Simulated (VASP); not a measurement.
Set up this calculation in VASP 6.6.1, as the native input.

* Task: single point
* Functional: PBEsol
* Potentials or basis: VASP PAW PBE potentials, release 64 (Ti_sv, B)
* Cutoff: 520 eV
* k mesh: 14 × 14 × 11
* Occupations: fermi-dirac, width 0.03 eV
* Spin: no spin polarisation
* Dipole correction: no
* Further INCAR settings: ALGO = Normal; EDIFF = 1e-06; NBANDS = 16

The structure of TiB2 lies in POSCAR:

```
TiB2
1.0
    3.0492597015      0.0000000000      0.0000000000
   -1.5246298507      2.6407363642      0.0000000000
    0.0000000000      0.0000000000      3.2497807555
Ti B
1 2
Direct
    0.0000000000      0.0000000000      0.0000000000
    0.3333333333      0.6666666667      0.5000000000
    0.6666666667      0.3333333333      0.5000000000
```

This cell differs from its parent crystal: volume scaled by 1.02.

One way to write it, as run:

INCAR

```
PREC = Accurate
ENCUT = 520
EDIFF = 1E-6
ISMEAR = -1
SIGMA = 0.03
LREAL = False
LASPH = True
NELM = 100
ALGO = Normal
ISIF = 2
LWAVE = False
LCHARG = False
GGA = PS
NBANDS = 16
```

KPOINTS

```
Automatic mesh
0
Gamma
  14 14 11
```

Potentials or basis: VASP PAW PBE potentials, release 64 (Ti_sv, B).

Launch:

```bash
$ cat potpaw_PBE.64/Ti_sv/POTCAR potpaw_PBE.64/B/POTCAR > POTCAR
$ mpirun -np 1 vasp_std > vasp.out
```

It gave:

| Quantity | Value |
| --- | --- |
| Pressure | -9.5 GPa |
| Band gap on the k mesh | zero (band 9 reaches 10.15 eV, above the bottom of band 10 at 9.53 eV) |

Caveat: the PAW data sets were made with another functional, which shifts forces and pressure a little.

It took 79 s on 1 thread of Intel Xeon 8259CL, on a shared host, peak memory 0.18 GiB.
